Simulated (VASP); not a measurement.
# Sb (P6_3/mmc) in VASP: settings compared, part 2 of 2

VASP 6.6.1.

## Step 4: Single point, r2SCAN-based global hybrid with 15 % exact exchange

POSCAR reads:

```
Sb
1.0
    3.3545324186      0.0000000000      0.0000000000
   -1.6772662093      2.9051102923      0.0000000000
    0.0000000000      0.0000000000      5.4701606500
Sb
2
Direct
    0.6666666667      0.3333333333      0.7500000000
    0.3333333333      0.6666666667      0.2500000000
```

INCAR.step1 reads:

```
SYSTEM = Sb
PREC = Accurate
ENCUT = 520
EDIFF = 1E-5
ISMEAR = -1
SIGMA = 0.05
LREAL = .False.
LASPH = .True.
NELM = 60
ALGO = Normal
ISIF = 2
LWAVE = .True.
LCHARG = .False.
NBANDS = 12
GGA = PE
```

INCAR.step2 reads:

```
SYSTEM = Sb
PREC = Accurate
ENCUT = 520
EDIFF = 1E-7
ISMEAR = -1
SIGMA = 0.05
LREAL = .False.
LASPH = .True.
NELM = 60
ALGO = Normal
ISIF = 2
LWAVE = .False.
LCHARG = .False.
METAGGA = R2SCAN
LHFCALC = .True.
AEXX = 0.15
LMIXTAU = .True.
PRECFOCK = Normal
NBANDS = 12
ISTART = 1
```

KPOINTS reads:

```
regular mesh
0
Gamma
  5 5 3
  0 0 0
```

Potentials or basis: VASP PAW PBE potentials, release 64 (Sb).

Run with:

```
$ cat potpaw_PBE.64/Sb/POTCAR > POTCAR
$ cp INCAR.step1 INCAR
$ mpirun -np 1 vasp_std > vasp.out
$ cp INCAR.step2 INCAR
$ mpirun -np 1 vasp_std > vasp.out
```

OUTCAR:

```text
SYSTEM = Sb
   PREC = Accurate
   ENCUT = 520
   EDIFF = 1E-7
   ISMEAR = -1
   LREAL = .False.
   LASPH = .True.
   NELM = 60
   ISIF = 2
   METAGGA = R2SCAN
   LHFCALC = .True.
   AEXX = 0.15
   PRECFOCK = Normal
   ISTART = 1

 ion  position               nearest neighbor table
   1  0.667  0.333  0.750-   2 3.35   2 3.35   2 3.35   2 3.35   2 3.35   2 3.35
   2  0.333  0.667  0.250-   1 3.35   1 3.35   1 3.35   1 3.35   1 3.35   1 3.35

  LATTYP: Found a hexagonal cell.
 ALAT       =     3.3545324186
 C/A-ratio  =     1.6306775334

  Lattice vectors:

 A1 = (   3.3545324186,   0.0000000000,   0.0000000000)
 A2 = (  -1.6772662093,   2.9051102923,   0.0000000000)
 A3 = (   0.0000000000,   0.0000000000,   5.4701606500)

Analysis of symmetry for initial positions (statically):
=====================================================================
 Subroutine PRICEL returns:
 Original cell was already a primitive cell.

 Routine SETGRP: Setting up the symmetry group for a
 hexagonal supercell.

 Subroutine GETGRP returns: Found 24 space group operations
 (whereof 12 operations were pure point group operations)
 out of a pool of 24 trial point group operations.

The static configuration has the point symmetry D_3d.
 The point group associated with its full space group is D_6h.

Analysis of symmetry for dynamics (positions and initial velocities):
=====================================================================
 Subroutine PRICEL returns:
 Original cell was already a primitive cell.

 Routine SETGRP: Setting up the symmetry group for a
 hexagonal supercell.

 Subroutine GETGRP returns: Found 24 space group operations
 (whereof 12 operations were pure point group operations)
 out of a pool of 24 trial point group operations.

The dynamic configuration has the point symmetry D_3d.
 The point group associated with its full space group is D_6h.
[... 116 lines left out ...]
   AEXX    =    0.1500 exact exchange contribution
   HFSCREEN=    0.0000 screening length (either q_TF or 0.3 A-1)
   HFSCREENC=   0.0000 screening length for correlation (either q_TF or 0.3 A-1)
   ENCUTFOCK=  -1.0 apply spherical cutoff to Coloumb kernel
   IVDW    =     0    specifies the selected vdW correction
   LEPSILON=     F    determine dielectric tensor
   LRPA    =     F    only Hartree local field effects (RPA)
 non-spin polarized calculation
  energy-cutoff  :      520.00
  volume of cell :       53.31
 maximum number of plane-waves:      1454
 NGX is ok and might be reduce to    28
  NGX = 20; NGY = 20; NGZ = 32

 number of electron      10.0000000 magnetization

 Free energy of the ion-electron system (eV)
  ---------------------------------------------------
  ext. energy  EPLUGINS =         0.00000000
  ---------------------------------------------------
  free energy    TOTEN  =       -45.90647970 eV

  energy without entropy =      -45.90561331  energy(sigma->0) =      -45.90604650

 E-fermi :   8.4687     XC(G=0):  -9.4840

 val. band max:        8.2323506253   @ k =   0.4000   0.2000   0.0000
 cond. band min:       8.7393315663   @ k =   0.2000  -0.0000   0.3333
 fundamental gap:      0.5069809410
 Fermi energy:         8.4686717403

 k-point     1 :       0.0000    0.0000    0.0000
  band No.  band energies     occupation
      1      -6.1948      2.00000
      2      -1.8755      2.00000
      3       1.6346      2.00000
      4      12.8216      0.00000
      5      12.8216      0.00000
      6      14.6745      0.00000
      7      14.6745      0.00000
      8      14.9877      0.00000
      9      17.3361      0.00000
     10      18.5451      0.00000
     11      19.5531      0.00000
     12      19.5531      0.00000
[... 121 lines left out ...]
 k-point    10 :       0.4000    0.2000    0.3333
  band No.  band energies     occupation
      1      -1.1135      2.00000
      2      -0.3734      2.00000
      3       2.6719      2.00000
      4       3.5232      2.00000
      5       5.6252      2.00000
      6       7.2866      2.00000
      7      10.1589      0.00000
      8      11.4948      0.00000
      9      15.9393      0.00000
     10      17.8959      0.00000
     11      18.0143      0.00000
     12      18.8909      0.00000

------------------------ aborting loop because EDIFF is reached ----------------------------------------

  FORCE on cell =-STRESS in cart. coord.  units (eV):
  Direction    XX          YY          ZZ          XY          YZ          ZX
  --------------------------------------------------------------------------------------
  -------------------------------------------------------------------------------------
  Total       -1.4222477     -1.4222477      0.5864052     -0.0000000      0.0000000      0.0000000
  in kB      -42.7455697    -42.7455697     17.6243746     -0.0000000      0.0000000      0.0000000
  external PRESSURE =     -22.6222550 kB  Pullay stress =       0.0000000 kB

 VOLUME and BASIS-vectors are now :
 -----------------------------------------------------------------------------
  energy-cutoff  :      520.00
  volume of cell :       53.31
      direct lattice vectors                 reciprocal lattice vectors
     3.354532419  0.000000000  0.000000000     0.298104139  0.172110505  0.000000000
    -1.677266209  2.905110292  0.000000000     0.000000000  0.344221010  0.000000000
     0.000000000  0.000000000  5.470160650     0.000000000  0.000000000  0.182809987

 POSITION                                       TOTAL-FORCE (eV/Angst)
 -----------------------------------------------------------------------------------
      1.67727      0.96837      4.10262         0.000000      0.000000      0.000000
     -0.00000      1.93674      1.36754        -0.000000      0.000000     -0.000000
 -----------------------------------------------------------------------------------
    total drift:                                0.000000      0.000000     -0.000000

  FREE ENERGIE OF THE ION-ELECTRON SYSTEM (eV)
  ---------------------------------------------------
  free  energy   TOTEN  =       -45.9064796950 eV

  energy  without entropy=      -45.9056133126  energy(sigma->0) =      -45.90604650
```

OUTCAR.step1:

```text
SYSTEM = Sb
   PREC = Accurate
   ENCUT = 520
   EDIFF = 1E-5
   ISMEAR = -1
   LREAL = .False.
[... 358 lines left out ...]
      1.67727      0.96837      4.10262         0.000000     -0.000000      0.000000
     -0.00000      1.93674      1.36754        -0.000000      0.000000      0.000000
 -----------------------------------------------------------------------------------
    total drift:                                0.000000     -0.000000      0.000000

  FREE ENERGIE OF THE ION-ELECTRON SYSTEM (eV)
  ---------------------------------------------------
  free  energy   TOTEN  =        -7.7546776692 eV

  energy  without entropy=       -7.7417235517  energy(sigma->0) =       -7.74820061
```

Wall time 18 min (1 thread of Intel Xeon 8259CL, shared host); peak memory 0.16 GiB.

Results:

```yaml
Free_energy: -45.9065 eV
Pressure: -2.3 GPa
Band_gap_on_the_k_mesh: zero (bands 5 and 6 overlap by 6.98 eV)
```

Stress tensor (GPa, compression positive):
```
-4.27  0.00  0.00
 0.00 -4.27  0.00
 0.00  0.00  1.76
```

Caveat: the k points lie up to 0.43 Å⁻¹ apart, too coarse for converged energies and pressures of a metal; the PAW data sets were made with another functional, which shifts forces and pressure a little; spin-orbit coupling is left out, which moves the levels of the heavy elements.

## Step 5: Single point, r2SCAN-based global hybrid with 25 % exact exchange

POSCAR is that of step 4.

INCAR.step1 reads:

```
SYSTEM = Sb
ALGO = Normal
EDIFF = 1E-5
ENCUT = 520
GGA = PE
ISIF = 2
ISMEAR = -1
LASPH = .TRUE.
LREAL = .FALSE.
LWAVE = .TRUE.
NBANDS = 12
NELM = 100
PREC = Accurate
SIGMA = 0.05
```

INCAR.step2 reads:

```
SYSTEM = Sb
AEXX = 0.25
ALGO = Normal
EDIFF = 1E-6
ENCUT = 520
ISIF = 2
ISMEAR = -1
ISTART = 1
LASPH = .TRUE.
LCHARG = .TRUE.
LELF = .TRUE.
LHFCALC = .TRUE.
LMIXTAU = .TRUE.
LREAL = .FALSE.
LVHAR = .TRUE.
LWAVE = .FALSE.
METAGGA = R2SCAN
NBANDS = 12
NELM = 100
PREC = Accurate
PRECFOCK = Normal
SIGMA = 0.05
```

KPOINTS reads:

```
k-points
0
G
  5 5 3
  0 0 0
```

Potentials or basis: VASP PAW PBE potentials, release 64 (Sb).

Run with:

```
$ cat potpaw_PBE.64/Sb/POTCAR > POTCAR
$ cp INCAR.step1 INCAR
$ mpirun -np 1 vasp_std > vasp.out
$ cp INCAR.step2 INCAR
$ mpirun -np 1 vasp_std > vasp.out
```

OUTCAR:

```text
SYSTEM = Sb
   AEXX = 0.25
   EDIFF = 1E-6
   ENCUT = 520
   ISIF = 2
   ISMEAR = -1
   ISTART = 1
   LASPH = .TRUE.
   LHFCALC = .TRUE.
   LREAL = .FALSE.
   METAGGA = R2SCAN
   NELM = 100
   PREC = Accurate
   PRECFOCK = Normal

 ion  position               nearest neighbor table
   1  0.667  0.333  0.750-   2 3.35   2 3.35   2 3.35   2 3.35   2 3.35   2 3.35
   2  0.333  0.667  0.250-   1 3.35   1 3.35   1 3.35   1 3.35   1 3.35   1 3.35

  LATTYP: Found a hexagonal cell.
 ALAT       =     3.3545324186
 C/A-ratio  =     1.6306775334

  Lattice vectors:

 A1 = (   3.3545324186,   0.0000000000,   0.0000000000)
 A2 = (  -1.6772662093,   2.9051102923,   0.0000000000)
 A3 = (   0.0000000000,   0.0000000000,   5.4701606500)

Analysis of symmetry for initial positions (statically):
=====================================================================
 Subroutine PRICEL returns:
 Original cell was already a primitive cell.

 Routine SETGRP: Setting up the symmetry group for a
 hexagonal supercell.

 Subroutine GETGRP returns: Found 24 space group operations
 (whereof 12 operations were pure point group operations)
 out of a pool of 24 trial point group operations.

The static configuration has the point symmetry D_3d.
 The point group associated with its full space group is D_6h.

Analysis of symmetry for dynamics (positions and initial velocities):
=====================================================================
 Subroutine PRICEL returns:
 Original cell was already a primitive cell.

 Routine SETGRP: Setting up the symmetry group for a
 hexagonal supercell.

 Subroutine GETGRP returns: Found 24 space group operations
 (whereof 12 operations were pure point group operations)
 out of a pool of 24 trial point group operations.

The dynamic configuration has the point symmetry D_3d.
 The point group associated with its full space group is D_6h.

 Subroutine INISYM returns: Found 24 space group operations
[... 116 lines left out ...]
   HFSCREENC=   0.0000 screening length for correlation (either q_TF or 0.3 A-1)
   ENCUTFOCK=  -1.0 apply spherical cutoff to Coloumb kernel
   IVDW    =     0    specifies the selected vdW correction
   LEPSILON=     F    determine dielectric tensor
   LRPA    =     F    only Hartree local field effects (RPA)
 non-spin polarized calculation
  energy-cutoff  :      520.00
  volume of cell :       53.31
 maximum number of plane-waves:      1454
 NGX is ok and might be reduce to    28
  NGX = 20; NGY = 20; NGZ = 32

 number of electron      10.0000000 magnetization

 Free energy of the ion-electron system (eV)
  ---------------------------------------------------
  ext. energy  EPLUGINS =         0.00000000
  ---------------------------------------------------
  free energy    TOTEN  =       -42.90715906 eV

  energy without entropy =      -42.90707281  energy(sigma->0) =      -42.90711594

 E-fermi :   8.4096     XC(G=0):  -8.5489

 val. band max:        8.0395399503   @ k =   0.4000   0.2000   0.0000
 cond. band min:       8.8139535606   @ k =   0.2000  -0.0000   0.3333
 fundamental gap:      0.7744136103
 Fermi energy:         8.4096088148

 k-point     1 :       0.0000    0.0000    0.0000
  band No.  band energies     occupation
      1      -6.9444      2.00000
      2      -2.4685      2.00000
      3       1.0999      2.00000
      4      13.0951      0.00000
      5      13.0951      0.00000
      6      15.0059      0.00000
      7      15.0059      0.00000
      8      15.3261      0.00000
      9      17.6158      0.00000
     10      18.8665      0.00000
     11      19.8840      0.00000
     12      19.8840      0.00000
[... 121 lines left out ...]
 k-point    10 :       0.4000    0.2000    0.3333
  band No.  band energies     occupation
      1      -1.6741      2.00000
      2      -0.9016      2.00000
      3       2.2039      2.00000
      4       3.0980      2.00000
      5       5.3089      2.00000
      6       7.0622      2.00000
      7      10.2778      0.00000
      8      11.6832      0.00000
      9      16.2153      0.00000
     10      18.1937      0.00000
     11      18.3321      0.00000
     12      19.2123      0.00000

------------------------ aborting loop because EDIFF is reached ----------------------------------------

  FORCE on cell =-STRESS in cart. coord.  units (eV):
  Direction    XX          YY          ZZ          XY          YZ          ZX
  --------------------------------------------------------------------------------------
  -------------------------------------------------------------------------------------
  Total       -1.8754631     -1.8754631      0.1490981      0.0000000      0.0000000      0.0000000
  in kB      -56.3669340    -56.3669340      4.4811336      0.0000000      0.0000000      0.0000000
  external PRESSURE =     -36.0842448 kB  Pullay stress =       0.0000000 kB

 VOLUME and BASIS-vectors are now :
 -----------------------------------------------------------------------------
  energy-cutoff  :      520.00
  volume of cell :       53.31
      direct lattice vectors                 reciprocal lattice vectors
     3.354532419  0.000000000  0.000000000     0.298104139  0.172110505  0.000000000
    -1.677266209  2.905110292  0.000000000     0.000000000  0.344221010  0.000000000
     0.000000000  0.000000000  5.470160650     0.000000000  0.000000000  0.182809987

 POSITION                                       TOTAL-FORCE (eV/Angst)
 -----------------------------------------------------------------------------------
      1.67727      0.96837      4.10262         0.000000      0.000000     -0.000000
     -0.00000      1.93674      1.36754        -0.000000     -0.000000      0.000000
 -----------------------------------------------------------------------------------
    total drift:                                0.000000      0.000000     -0.000000

  FREE ENERGIE OF THE ION-ELECTRON SYSTEM (eV)
  ---------------------------------------------------
  free  energy   TOTEN  =       -42.9071590608 eV

  energy  without entropy=      -42.9070728149  energy(sigma->0) =      -42.90711594
```

OSZICAR.step1:

```text
N       E                     dE             d eps       ncg     rms          rms(c)
DAV:   1     0.361477610231E+02    0.36148E+02   -0.36114E+03   240   0.663E+02
DAV:   2    -0.602999511890E+01   -0.42178E+02   -0.41048E+02   348   0.110E+02
DAV:   3    -0.775331733742E+01   -0.17233E+01   -0.17149E+01   304   0.250E+01
DAV:   4    -0.776641105505E+01   -0.13094E-01   -0.13093E-01   280   0.265E+00
DAV:   5    -0.776654706119E+01   -0.13601E-03   -0.13601E-03   284   0.298E-01    0.248E+00
DAV:   6    -0.775856729017E+01    0.79798E-02   -0.47211E-03   272   0.352E-01    0.140E+00
DAV:   7    -0.775464085052E+01    0.39264E-02   -0.89744E-03   256   0.488E-01    0.575E-02
DAV:   8    -0.775467551026E+01   -0.34660E-04   -0.19400E-04   284   0.954E-02    0.127E-02
DAV:   9    -0.775467766924E+01   -0.21590E-05   -0.43897E-06   180   0.150E-02
   1 F= -.77546777E+01 E0= -.77482006E+01  d E =-.129541E-01
```

Run time: 10 min. Hardware: 1 thread of Intel Xeon 8259CL, shared host; peak memory 0.16 GiB.

What came out:

| Quantity | Value |
| --- | --- |
| Free energy | -42.9072 eV |
| Pressure | -3.6 GPa |
| Band gap on the k mesh | zero (bands 5 and 6 overlap by 7.58 eV) |

Stress tensor (GPa, compression positive):
```
-5.64  0.00  0.00
 0.00 -5.64  0.00
 0.00  0.00  0.45
```

Caveat: the k points lie up to 0.43 Å⁻¹ apart, too coarse for converged energies and pressures of a metal; the PAW data sets were made with another functional, which shifts forces and pressure a little; spin-orbit coupling is left out, which moves the levels of the heavy elements.

## Step 6: The runs side by side

| level | grid for exact exchange (PRECFOCK) | share of exact exchange | gap on the mesh (eV) | pressure (GPa) |
| --- | --- | --- | --- | --- |
| r2SCAN | - | - | none | -0.4 |
| r2SCAN-based global hybrid with 10 % exact exchange | Normal | 0.1 | none | -1.7 |
| r2SCAN-based global hybrid with 15 % exact exchange | Normal | 0.15 | none | -2.3 |
| r2SCAN-based global hybrid with 25 % exact exchange | Normal | 0.25 | none | -3.6 |

Alike in all rows: task single point; potentials or basis VASP PAW PBE potentials, release 64 (Sb); no spin polarisation; cell as given; k mesh 5 × 5 × 3; cutoff (eV) 520; smearing fermi-dirac 0.05 eV.

Caveats: all runs use coarse meshes; the PAW data sets were made with another functional, which shifts forces and pressure a little; spin-orbit coupling is left out, which moves the levels of the heavy elements.

Absolute energies hang on the potentials; compare differences alone.

The gap in the log of VASP goes by the Fermi energy; the results here count the filled bands.